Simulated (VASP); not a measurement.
Here is a VASP 6.6.1 calculation.

File INCAR:

```
ALGO = Normal
EDIFF = 1E-6
ENCUT = 520
GGA = PE
ISIF = 2
ISMEAR = 0
LASPH = True
LCHARG = False
LREAL = False
LWAVE = False
NBANDS = 11
NELM = 60
PREC = Accurate
SIGMA = 0.1
```

Contents of KPOINTS:

```
k-points
0
Gamma
  8 8 8
```

File POSCAR:

```
BeTe
1.0
    0.0000000000      2.7700000000      2.7700000000
    2.7700000000      0.0000000000      2.7700000000
    2.7700000000      2.7700000000      0.0000000000
Te Be
1 1
Direct
    0.7500000000      0.7500000000      0.7500000000
    0.0000000000      0.0000000000      0.0000000000
```

Potentials or basis: VASP PAW PBE potentials, release 64 (Te, Be).

Launch:

```bash
$ cat potpaw_PBE.64/Te/POTCAR potpaw_PBE.64/Be/POTCAR > POTCAR
$ mpirun -np 1 vasp_std > vasp.out
```

(1) Predict the pressure.

(2) Estimate the band gap on the k mesh.

Results:

(1) 4.5 GPa.

(2) 1.85 eV, indirect (least direct gap 3.56 eV).

Caveat: spin-orbit coupling is left out, which moves the levels of the heavy elements.
